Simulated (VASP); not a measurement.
Set up this calculation in VASP 6.6.1, as the native input.

- Task: single point
- Functional: r2SCAN
- Potentials or basis: VASP PAW PBE potentials, release 64 (Ir_sv_GW)
- Cutoff: 620 eV
- k mesh: 9 × 9 × 9
- Occupations: fermi-dirac, width 0.05 eV
- Spin: non-collinear spin, zero start, spin-orbit coupling
- Starting moments: [[0.0, 0.0, 0.0]] μB
- Dipole correction: no
- Further INCAR settings: ALGO = Normal; EDIFF = 1e-06; NBANDS = 28

The system is Ir.

```
CELL_PARAMETERS angstrom
0.00000 1.91560 1.91560
1.91560 0.00000 1.91560
1.91560 1.91560 0.00000
ATOMIC_POSITIONS crystal
Ir 0.00000 0.00000 0.00000
```

The input as run:

POSCAR

```
Ir
1.0
    0.0000000000      1.9156000000      1.9156000000
    1.9156000000      0.0000000000      1.9156000000
    1.9156000000      1.9156000000      0.0000000000
Ir
1
Direct
    0.0000000000      0.0000000000      0.0000000000
```

INCAR.step1

```
SYSTEM = Ir
PREC = Accurate
ENCUT = 620
ISMEAR = -1
SIGMA = 0.05
LREAL = .FALSE.
LASPH = .TRUE.
NELM = 200
LNONCOLLINEAR = .TRUE.
MAGMOM = 0 0 0
LSORBIT = .TRUE.
GGA_COMPAT = .FALSE.
LMAXMIX = 4
NBANDS = 28
GGA = PE
ALGO = Normal
EDIFF = 1E-5
LWAVE = .TRUE.
LCHARG = .FALSE.
```

INCAR.step2

```
SYSTEM = Ir
PREC = Accurate
ENCUT = 620
EDIFF = 1E-6
ISMEAR = -1
SIGMA = 0.05
LREAL = .FALSE.
LASPH = .TRUE.
NELM = 200
ALGO = Normal
ISIF = 2
LWAVE = .FALSE.
LCHARG = .FALSE.
LNONCOLLINEAR = .TRUE.
MAGMOM = 0 0 0
LORBIT = 11
LSORBIT = .TRUE.
GGA_COMPAT = .FALSE.
LORBMOM = .TRUE.
LMAXMIX = 4
METAGGA = R2SCAN
LMIXTAU = .TRUE.
NBANDS = 28
ISTART = 1
```

KPOINTS

```
regular mesh
0
G
  9 9 9
  0 0 0
```

Potentials or basis: VASP PAW PBE potentials, release 64 (Ir_sv_GW).

The run is started by

```sh
$ cat potpaw_PBE.64/Ir_sv_GW/POTCAR > POTCAR
$ cp INCAR.step1 INCAR
$ mpirun -np 1 vasp_ncl > vasp.out
$ cp INCAR.step2 INCAR
$ mpirun -np 1 vasp_ncl > vasp.out
```

Results of the run:

```yaml
Pressure: 4.4 GPa
Net_moment: 0.00 μB per cell
Valence_electrons_inside_the_program's_atomic_spheres: Ir 16.22
```

Caveat: the cell stands under pressure; the PAW data sets were made with another functional, which shifts forces and pressure a little.

It took 3 min on 1 thread of Intel(R) Xeon(R) Platinum 8259CL CPU @ 2.50GHz (Skylake/Cascade Lake), with other jobs on the host, peak memory 0.23 GiB.
